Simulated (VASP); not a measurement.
A run of VASP 6.6.1:

File POSCAR:

```
ZrO2
1.0
    0.0000000000      2.5319900194      2.5319900194
    2.5319900194      0.0000000000      2.5319900194
    2.5319900194      2.5319900194      0.0000000000
Zr O
1 2
Direct
    0.0000000000      0.0000000000      0.0000000000
    0.2500000000      0.2500000000      0.2500000000
    0.7500000000      0.7500000000      0.7500000000
```

Contents of INCAR.step1:

```
PREC = Accurate
ENCUT = 660
ISMEAR = 0
SIGMA = 0.01
LREAL = False
LASPH = True
NELM = 120
NBANDS = 19
GGA = PE
ALGO = Normal
EDIFF = 1E-5
LWAVE = True
LCHARG = False
GGA_COMPAT = False
```

Contents of INCAR.step2:

```
PREC = Accurate
ENCUT = 660
EDIFF = 1E-6
ISMEAR = 0
SIGMA = 0.01
LREAL = False
LASPH = True
NELM = 120
ALGO = Normal
ISIF = 2
LWAVE = False
LCHARG = True
METAGGA = R2SCAN
LMIXTAU = True
LELF = True
LVHAR = True
NBANDS = 19
ISTART = 1
GGA_COMPAT = False
```

KPOINTS

```
Automatic mesh
0
Gamma
  8 8 8
```

Potentials or basis: VASP PAW PBE potentials, release 64 (Zr_sv, O).

Run with:

```sh
$ cat potpaw_PBE.64/Zr_sv/POTCAR potpaw_PBE.64/O/POTCAR > POTCAR
$ cp INCAR.step1 INCAR
$ mpirun -np 1 vasp_std > vasp.out
$ cp INCAR.step2 INCAR
$ mpirun -np 1 vasp_std > vasp.out
```

Hardware: 1 thread of Intel Xeon 8259CL (shared host).

Estimate the wall time of this run.

Run time: 2.9 min on 1 thread of Intel Xeon 8259CL (shared host), peak memory 0.18 GiB. Counts: k points 29.
